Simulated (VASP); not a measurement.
Crystal: RbSnS.

```
Rb Sn S
1.0
     4.63832    0.00000    0.00000
     0.00000    4.63832    0.00000
     0.00000    0.00000    5.23275
Rb Sn S
1 1 1
Cartesian
  0.0000 0.0000 0.0000
  2.3192 2.3192 2.6164
  2.3192 2.3192 0.0000
```

```yaml
Program: VASP 6.6.1
Task: relaxation of cell and atoms
Functional: PBE
Potentials_or_basis: VASP PAW PBE potentials, release 64 (Rb_sv, Sn_d, S)
Cutoff: 600 eV
k_mesh: 10 × 10 × 10
Occupations: gaussian, width 0.1 eV
Spin: no spin polarisation
```

At the start: pressure 0.8 GPa; volume 37.53 Å³/atom.

Question: How do energy, volume and symmetry change on relaxing?

Answer: Over 5 steps the energy falls by 4.2 meV/atom and the volume is 38.44 Å³/atom (+2.4 %); space group P4/mmm (No. 123, to 0.05 Å).

The path:
| step | energy change (eV) | largest force (eV/Å) | pressure (GPa) | volume (Å³) |
| --- | --- | --- | --- | --- |
| 1 | 0.0000 | 0.0000 | 0.79 | 112.58 |
| 2 | -0.0120 | 0.0000 | -0.09 | 115.59 |
| 3 | -0.0124 | 0.0000 | 0.04 | 115.10 |
| 4 | -0.0124 | 0.0000 | 0.03 | 115.15 |
| 5 | -0.0125 | 0.0000 | 0.01 | 115.31 |

Final structure:
```xyz
3
Lattice="4.6513 0.0000 0.0000 0.0000 4.6513 0.0000 0.0000 0.0000 5.3300" Properties=species:S:1:pos:R:3 pbc="T T T"
Rb    0.0000    0.0000    0.0000
Sn    2.3256    2.3256    2.6650
S     2.3256    2.3256    0.0000
```
